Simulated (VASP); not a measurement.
# V (I4/mmm) in VASP: single point with PBE

Aim: the single point of V with PBE.

Everything below comes from runs of VASP 6.6.1. Logs are shortened: lines on timing, memory, paths and dates and some standing lists are left out, and cuts for length are marked.

## 1. The cell of the first run

The structure is tetragonal, space group I4/mmm (No. 139). The conventional cell has a = 2.717 Å, b = 2.717 Å, c = 3.688 Å, α = 90.00°, β = 90.00°, γ = 90.00°. V (site symmetry 4/mmm) has 12 V at 2.66 to 2.72 Å within 3.5 Å.

## 2. Single point, PBE

Input file INCAR:

```
SYSTEM = V
PREC = Accurate
ENCUT = 520
EDIFF = 1E-6
ISMEAR = 0
SIGMA = 0.15
LREAL = .FALSE.
LASPH = .TRUE.
NELM = 100
ALGO = Fast
ISIF = 2
LWAVE = .FALSE.
LCHARG = .TRUE.
GGA = PE
LELF = .TRUE.
LVHAR = .TRUE.
NBANDS = 12
```

Input file KPOINTS:

```
regular mesh
0
G
  24 24 24
  0 0 0
```

Input file POSCAR:

```
V
1.0
    0.0000000000      1.9209621303      1.8441236451
    1.9209621303      0.0000000000      1.8441236451
    1.9209621303      1.9209621303      0.0000000000
V
1
Direct
    0.0000000000      0.0000000000      0.0000000000
```

Potentials or basis: VASP PAW PBE potentials, release 64 (V_sv).

Command:

```sh
$ cat potpaw_PBE.64/V_sv/POTCAR > POTCAR
$ mpirun -np 1 vasp_std > vasp.out
```

OUTCAR:

```text
SYSTEM = V
   PREC = Accurate
   ENCUT = 520
   EDIFF = 1E-6
   ISMEAR = 0
   LREAL = .FALSE.
   LASPH = .TRUE.
   NELM = 100
   ISIF = 2
   GGA = PE

 ion  position               nearest neighbor table
   1  0.000  0.000  0.000-

  LATTYP: Found a body centered tetragonal cell.
 ALAT       =     2.7166506975
 C/A-ratio  =     1.3576450199

  Lattice vectors:

 A1 = (   0.0000000000,  -1.9209621303,  -1.8441236451)
 A2 = (   0.0000000000,   1.9209621303,  -1.8441236451)
 A3 = (   1.9209621303,   0.0000000000,   1.8441236451)

Analysis of symmetry for initial positions (statically):
=====================================================================
 Subroutine PRICEL returns:
 Original cell was already a primitive cell.

 Routine SETGRP: Setting up the symmetry group for a
 body centered tetragonal supercell.

 Subroutine GETGRP returns: Found 16 space group operations
 (whereof 16 operations were pure point group operations)
 out of a pool of 16 trial point group operations.

The static configuration has the point symmetry D_4h.

Analysis of symmetry for dynamics (positions and initial velocities):
=====================================================================
 Subroutine PRICEL returns:
 Original cell was already a primitive cell.

 Routine SETGRP: Setting up the symmetry group for a
 body centered tetragonal supercell.

 Subroutine GETGRP returns: Found 16 space group operations
 (whereof 16 operations were pure point group operations)
 out of a pool of 16 trial point group operations.

The dynamic configuration has the point symmetry D_4h.

 Subroutine INISYM returns: Found 16 space group operations
 (whereof 16 operations are pure point group operations),
 and found     1 'primitive' translations

----------------------------------------------------------------------------------------

                                     Primitive cell

  volume of cell :      13.6100

  direct lattice vectors                    reciprocal lattice vectors
     0.000000000  1.920962130  1.844123645    -0.260286235  0.260286235  0.271131495
     1.920962130  0.000000000  1.844123645     0.260286235 -0.260286235  0.271131495
     1.920962130  1.920962130  0.000000000     0.260286235  0.260286235 -0.271131495

  length of vectors
     2.662872044  2.662872044  2.716650697     0.457176263  0.457176263  0.457176263

  position of ions in fractional coordinates (direct lattice)
     0.000000000  0.000000000  0.000000000

  ion indices of the primitive-cell ions
   primitive index   ion index
                 1           1

----------------------------------------------------------------------------------------

 KPOINTS: regular mesh

Automatic generation of k-mesh.
 Grid dimensions read from file:
 generate k-points for:   24   24   24

 Generating k-lattice:

  Cartesian coordinates                     Fractional coordinates (reciprocal lattice)
    -0.010845260  0.010845260  0.011297146     0.041666667  0.000000000  0.000000000
     0.010845260 -0.010845260  0.011297146     0.000000000  0.041666667  0.000000000
     0.010845260  0.010845260 -0.011297146     0.000000000  0.000000000  0.041666667

  Length of vectors
     0.019049011  0.019049011  0.019049011

  Shift w.r.t. Gamma in fractional coordinates (k-lattice)
     0.000000000  0.000000000  0.000000000

 Subroutine IBZKPT returns following result:
 ===========================================

 Found   1063 irreducible k-points:

 Following reciprocal coordinates:
            Coordinates               Weight
  0.000000  0.000000  0.000000      1.000000
  0.041667  0.000000  0.000000      8.000000
  0.083333  0.000000  0.000000      8.000000
  0.125000  0.000000  0.000000      8.000000
  0.166667  0.000000  0.000000      8.000000
  0.208333  0.000000  0.000000      8.000000
[... 16 lines left out ...]
  0.416667  0.041667  0.000000      8.000000
  0.458333  0.041667  0.000000      8.000000
 [... further k-points ...]
   k-points           NKPTS =   1063   k-points in BZ     NKDIM =   1063   number of bands    NBANDS=     12
   number of dos      NEDOS =    301   number of ions     NIONS =      1
   total plane-waves  NPLWV =   8000
   dimension x,y,z NGX =    20 NGY =   20 NGZ =   20
   dimension x,y,z NGXF=    40 NGYF=   40 NGZF=   40
   ions per type =               1
   NGX,Y,Z   is equivalent  to a cutoff of  12.49, 12.49, 12.24 a.u.
   NGXF,Y,Z  is equivalent  to a cutoff of  24.97, 24.97, 24.48 a.u.
 SYSTEM =  V
   PREC   = accura    normal or accurate (medium, high low for compatibility)
   ISTART =      0    job   : 0-new  1-cont  2-samecut
   ICHARG =      2    charge: 1-file 2-atom 10-const
   ISPIN  =      1    spin polarized calculation?
   LNONCOLLINEAR =      F non collinear calculations
   LSORBIT =      F    spin-orbit coupling
   LASPH  =      T    aspherical Exc in radial PAW
   ENCUT  =  520.0 eV  38.22 Ry    6.18 a.u.   4.95  4.95  5.05*2*pi/ulx,y,z
   NELM   =    100;   NELMIN=  2; NELMDL= -5     # of ELM steps
   EDIFF  = 0.1E-05   stopping-criterion for ELM
   LREAL  =      F    real-space projection
   EDIFFG = 0.1E-04   stopping-criterion for IOM
   NSW    =      0    number of steps for IOM
   IBRION =     -1    ionic relax: 0-MD 1-quasi-New 2-CG
   NFREE  =      0    steps in history (QN), initial steepest desc. (CG)
   ISIF   =      2    stress and relaxation
   ISYM   =      2    0-nonsym 1-usesym 2-fastsym
   POTIM  = 0.5000    time-step for ionic-motion
   TEBEG  =    0.0;   TEEND  =   0.0 temperature during run
   PSTRESS=    0.0 pullay stress
   NELECT =      13.0000    total number of electrons
   NUPDOWN=      -1.0000    fix difference up-down
   EMIN   =  10.00;   EMAX   =-10.00  energy-range for DOS
   EFERMI =   0.00;   METHOD = LEGACY
   ISMEAR =     0;   SIGMA  =   0.15  broadening in eV -4-tet -1-fermi 0-gaus
   EFERMI_NEDOS =   21; number of points for ismear=-14 and -15
   IALGO  =     68    algorithm
   IMIX   =      4    mixing-type and parameters
     AMIX     =   0.40;   BMIX     =  1.00
     AMIX_MAG =   1.60;   BMIX_MAG =  1.00
  volume/ion in A,a.u.               =      13.61        91.84
  Fermi-wavevector in a.u.,A,eV,Ry     =   1.612266  3.046741 35.367013  2.599402
  Thomas-Fermi vector in A             =   2.707524
   LORBIT       =      0    0 simple, 1 ext, 2 COOP (PROOUT), +10 PAW based schemes
   GGA     = PE    functional components
   LHFCALC =     F    Hartree Fock is set to
   AEXX    =    0.0000 exact exchange contribution
   IVDW    =     0    specifies the selected vdW correction
   LEPSILON=     F    determine dielectric tensor
   LRPA    =     F    only Hartree local field effects (RPA)
 non-spin polarized calculation
 RMM-DIIS sequential band-by-band and
 Gauss-broadening in eV      SIGMA  =   0.15
  energy-cutoff  :      520.00
  volume of cell :       13.61
 maximum number of plane-waves:       380
   NGX =  9   NGY =  9   NGZ =  9

 number of electron      13.0000007 magnetization

 Free energy of the ion-electron system (eV)
  ---------------------------------------------------
  ext. energy  EPLUGINS =         0.00000000
  ---------------------------------------------------
  free energy    TOTEN  =        -8.76826329 eV

  energy without entropy =       -8.74896045  energy(sigma->0) =       -8.75861187

 E-fermi :   9.8830     XC(G=0): -12.8503

 val. band max:        9.8823599318   @ k =  -0.4167   0.2083   0.0833
 cond. band min:       9.8837816782   @ k =  -0.3750   0.0000   0.0833
 fundamental gap:      0.0014217465
 Fermi energy:         9.8829952832

 k-point     1 :       0.0000    0.0000    0.0000
  band No.  band energies     occupation
      1     -54.1528      2.00000
      2     -27.4802      2.00000
      3     -27.4762      2.00000
      4     -27.4762      2.00000
      5       3.0174      2.00000
      6       9.9526      0.51185
      7       9.9526      0.51185
      8      10.3129      0.00005
      9      11.6485      0.00000
     10      12.0398      0.00000
     11      27.6797      0.00000
     12      32.5287      0.00000

 k-point     2 :       0.0417    0.0000    0.0000
  band No.  band energies     occupation
      1     -54.1499      2.00000
      2     -27.4933      2.00000
      3     -27.4799      2.00000
      4     -27.4785      2.00000
      5       3.0835      2.00000
      6       9.9376      0.60644
      7       9.9760      0.38080
      8      10.3148      0.00005
      9      11.6368      0.00000
     10      12.0227      0.00000
     11      27.7251      0.00000
     12      32.1222      0.00000

 k-point     3 :       0.0833    0.0000    0.0000
  band No.  band energies     occupation
      1     -54.1411      2.00000
      2     -27.5381      2.00000
      3     -27.4853      2.00000
      4     -27.4845      2.00000
      5       3.2790      2.00000
      6       9.8752      1.05872
      7      10.0401      0.13856
      8      10.3400      0.00002
      9      11.6086      0.00000
     10      11.9768      0.00000
     11      27.8252      0.00000
     12      31.0284      0.00000
[... 286 lines left out ...]
 k-point    23 :       0.4167    0.0417    0.0000
  band No.  band energies     occupation
      1     -53.9893      2.00000
      2     -28.2702      2.00000
      3     -27.6073      2.00000
      4     -27.5616      2.00000
      5       6.4491      2.00000
      6       9.8808      1.01629
      7       9.9575      0.48212
      8      10.2341      0.00093
      9      12.7842      0.00000
     10      12.9693      0.00000
     11      20.3168      0.00000
     12      27.0661      0.00000

 k-point    24 :       0.4583    0.0417    0.0000
  band No.  band energies     occupation
      1     -53.9789      2.00000
      2     -28.3187      2.00000
      3     -27.6129      2.00000
      4     -27.5696      2.00000
      5       6.5355      2.00000
      6       9.8179      1.46055
      7      10.0566      0.10168
      8      10.4502      0.00000
      9      13.0016      0.00000
     10      13.1017      0.00000
     11      19.5246      0.00000
     12      26.8510      0.00000

 [... further k-points ...]

------------------------ aborting loop because EDIFF is reached ----------------------------------------

  FORCE on cell =-STRESS in cart. coord.  units (eV):
  Direction    XX          YY          ZZ          XY          YZ          ZX
  --------------------------------------------------------------------------------------
  -------------------------------------------------------------------------------------
  Total        0.6357166      0.6357166     -0.2952424      0.0000000      0.0000000     -0.0000000
  in kB       74.8370172     74.8370172    -34.7561540      0.0000000      0.0000000     -0.0000000
  external PRESSURE =      38.3059601 kB  Pullay stress =       0.0000000 kB

 VOLUME and BASIS-vectors are now :
 -----------------------------------------------------------------------------
  energy-cutoff  :      520.00
  volume of cell :       13.61
      direct lattice vectors                 reciprocal lattice vectors
     0.000000000  1.920962130  1.844123645    -0.260286235  0.260286235  0.271131495
     1.920962130  0.000000000  1.844123645     0.260286235 -0.260286235  0.271131495
     1.920962130  1.920962130  0.000000000     0.260286235  0.260286235 -0.271131495

 POSITION                                       TOTAL-FORCE (eV/Angst)
 -----------------------------------------------------------------------------------
      0.00000      0.00000      0.00000         0.000000     -0.000000      0.000000
 -----------------------------------------------------------------------------------
    total drift:                                0.000000      0.000000      0.000000

  FREE ENERGIE OF THE ION-ELECTRON SYSTEM (eV)
  ---------------------------------------------------
  free  energy   TOTEN  =        -8.7682632853 eV

  energy  without entropy=       -8.7489604487  energy(sigma->0) =       -8.75861187
```

It took 83 s on 1 thread of Intel Xeon Platinum 8488C (Sapphire Rapids), shared host; peak memory 0.27 GiB.

Results:

```yaml
Free_energy: -8.7683 eV
Pressure: 3.8 GPa
Band_gap_on_the_k_mesh: zero (an odd number of electrons rules out a gap without spin polarisation)
```

Stress tensor (GPa, compression positive):
```
 7.48  0.00  0.00
 0.00  7.48  0.00
 0.00  0.00 -3.48
```

Levels at points of the mesh, in eV from the Fermi level:
```tsv
k point	band 3	band 4	band 5	band 6	band 7	band 8	band 9	band 10
(0.00, 0.00, 0.00)	-37.36	-37.36	-6.87	0.07	0.07	0.43	1.77	2.16
(0.50, 0.00, 0.00)	-37.49	-37.45	-3.37	-0.14	0.27	0.87	3.08	3.25
(0.50, 0.50, 0.00)	-37.70	-37.70	-3.53	-2.73	3.15	3.49	3.49	4.11
(0.50, 0.00, 0.50)	-37.68	-37.61	-3.53	-2.63	3.14	3.21	3.35	3.59
```

Caveat: the cell stands under pressure.
